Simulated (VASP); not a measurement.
Crystal: Fe.

```
Fe
1.0
     0.00000    1.75450    1.75450
     1.75450    0.00000    1.75450
     3.50900    3.50900    0.00000
Fe
2
Direct
  0.00000 0.00000 0.00000
  0.00000 0.00000 0.50000
```

Base run:

* Program: VASP 6.6.1
* Functional: PBE
* Potentials or basis: VASP PAW PBE potentials, release 64 (Fe)
* Cutoff: 520 eV
* k mesh: 12 × 12 × 6
* Occupations: fermi-dirac, width 0.1 eV
* Spin: collinear spin, ferromagnetic start
* Starting moments: [4.0, 4.0] μB

Its results: pressure -3.2 GPa; net moment 2.46 μB per cell.

Problem. After a change of settings the same cell gave: pressure -13.1 GPa; net moment 0.00 μB per cell. Which change was it?
A. further incar settings from ALGO = Normal; EDIFF = 1e-06; NBANDS = 19 to ALGO = Normal; EDIFF = 1e-07; NBANDS = 19; moments at the start from [4.0, 4.0] to [0.4, 0.4]
B. spin from collinear spin, ferromagnetic start to collinear spin; moments at the start from [4.0, 4.0] to [0.0, 4.0]
C. spin from collinear spin, ferromagnetic start to collinear spin, antiferromagnetic start; moments at the start from [4.0, 4.0] to [4.0, -4.0]
D. spin from collinear spin, ferromagnetic start to collinear spin, antiferromagnetic start; moments at the start from [4.0, 4.0] to [2.6, -2.6]

Solution. A.

Caveats: the moment fell far below its start of 4 μB, so a state of higher moment may lie lower in energy (some runs).
